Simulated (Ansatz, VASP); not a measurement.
One calculation of GaN, two programs

```xyz
4
Lattice="-2.2742 2.2742 0.0000 0.0000 0.0000 4.5485 2.2742 2.2742 0.0000" Properties=species:S:1:pos:R:3 pbc="T T T"
Ga    0.0000    0.0000    0.0000
Ga    0.0000    2.2742    2.2742
N     1.1371    1.1371    1.1371
N    -1.1371    1.1371    3.4114
```

Alike in both runs: task single point; functional PBE; k mesh 8 × 6 × 8; occupations fermi-dirac, width 0.02 eV; no spin polarisation.

|  | VASP | Ansatz |
| --- | --- | --- |
| version | VASP 6.6.1 | Ansatz 0.2.0 |
| potentials or method | VASP PAW PBE potentials, release 64 (Ga_d, N), cutoff 520 eV | all-electron LAPW, scalar-relativistic |

```csv
,VASP,Ansatz,Ansatz less VASP
gap on the k mesh at the Fermi level (eV),1.55,1.56,+0.010
pressure (GPa),0.1,-0.1,-0.20
```

Ansatz ran all-electron here, and VASP with PAW potentials.
